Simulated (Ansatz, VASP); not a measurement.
Two plane-wave programs on LiF

```
CELL_PARAMETERS angstrom
0.00000 1.97922 1.97922
1.97922 0.00000 1.97922
1.97922 1.97922 0.00000
ATOMIC_POSITIONS crystal
Li 0.00000 0.00000 0.00000
F 0.50000 0.50000 0.50000
```

Alike in both runs: task single point; functional HSE06; k mesh 4 × 4 × 4; occupations fermi-dirac, width 0.05 eV; no spin polarisation.

```csv
,VASP,Ansatz
version,VASP 6.6.1,Ansatz 0.2.0 development build
potentials or method,"VASP PAW PBE potentials, release 64 (Li_sv, F)","plane waves, PAW datasets (generated soft set 1)"
plane-wave cutoff (eV),520,420
valence electrons in the cell,10,10
```

|  | VASP | Ansatz | Ansatz less VASP |
| --- | --- | --- | --- |
| gap on the k mesh at the Fermi level (eV) | 11.91 | 11.92 | +0.009 |

The functional is the same, so the differences come from potentials, cutoffs and numerics. Ansatz's warnings: stress exchange threshold loose, stress scf threshold loose.

The k mesh is coarse, so the values compare programs but aren't converged. Noted on VASP's run: the cutoff is short for stress, so the pressure is rough.
